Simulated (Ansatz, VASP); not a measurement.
Cu6O in VASP and in Ansatz

The input INCAR:

```
PREC = Accurate
ENCUT = 520
EDIFF = 1E-6
ISMEAR = 0
SIGMA = 0.1
LREAL = F
LASPH = T
NELM = 150
ALGO = Normal
ISIF = 2
LWAVE = F
LCHARG = T
ISPIN = 2
MAGMOM = 1 1 1 1 1 1 0
LORBIT = 11
LMAXMIX = 4
GGA = PE
LELF = T
LVHAR = T
NBANDS = 49
```

KPOINTS

```
Automatic mesh
0
Gamma
  4 4 4
```

The input POSCAR:

```
Cu6O
1.0
    0.0000000000      3.6134865300      3.6134865300
    3.6134865300      0.0000000000      3.6134865300
    3.6134865300      3.6134865300      0.0000000000
Cu O
6 1
Direct
    0.7552105700      0.2447894300      0.2447894300
    0.2447894300      0.7552105700      0.7552105700
    0.2447894300      0.7552105700      0.2447894300
    0.7552105700      0.2447894300      0.7552105700
    0.2447894300      0.2447894300      0.7552105700
    0.7552105700      0.7552105700      0.2447894300
    0.0000000000      0.0000000000      0.0000000000
```

Input for Ansatz:

```yaml
crystal:
  lattice:
    - [0.0, 3.61348653, 3.61348653]
    - [3.61348653, 0.0, 3.61348653]
    - [3.61348653, 3.61348653, 0.0]
  atoms:
    - { symbol: Cu, position: [0.75521057, 0.24478943, 0.24478943], spin: 1.0 }
    - { symbol: Cu, position: [0.24478943, 0.75521057, 0.75521057], spin: 1.0 }
    - { symbol: Cu, position: [0.24478943, 0.75521057, 0.24478943], spin: 1.0 }
    - { symbol: Cu, position: [0.75521057, 0.24478943, 0.75521057], spin: 1.0 }
    - { symbol: Cu, position: [0.24478943, 0.24478943, 0.75521057], spin: 1.0 }
    - { symbol: Cu, position: [0.75521057, 0.75521057, 0.24478943], spin: 1.0 }
    - { symbol: O, position: [0.0, 0.0, 0.0] }
basis:
  ecutwfc: 420
kpoints:
  mp_grid: { grid: [4, 4, 4] }
hamiltonian:
  xc: pbe
scf:
  occupations: { method: gaussian, width: 0.1 }
  lower_state_search: "off"
output:
  forces: true
  stress: true
  eigenvalues: true
  populations: true
magnetization:
  spin_polarized: true
```

Alike in both runs: task single point; functional PBE; k mesh 4 × 4 × 4; occupations gaussian, width 0.1 eV; collinear spin.

|  | VASP | Ansatz |
| --- | --- | --- |
| version | VASP 6.6.1 | Ansatz 0.2.0 |
| potentials or method | VASP PAW PBE potentials, release 64 (Cu, O), cutoff 520 eV | scalar-relativistic, plane waves, PAW |
| valence electrons in the cell | 72 | 120 |

```csv
,VASP,Ansatz,Ansatz less VASP
gap on the k mesh at the Fermi level (eV),none,none,-
pressure (GPa),20.7,19.6,-1.15
rms of the force components (eV/Å),2.717,2.631,-0.0860
net moment per atom (μB),0.00,0.00,0.000
```

Atom by atom the forces differ by 0.086 eV/Å (rms over components). A gap of «none» marks a metal or a gap that the smearing closes. VASP's potentials hold 72 valence electrons a cell and Ansatz's 120, so a difference there can come from the potentials and not from the codes. Ansatz's warnings: seeded moment not kept.

The k mesh is coarse, so the values compare programs but aren't converged.
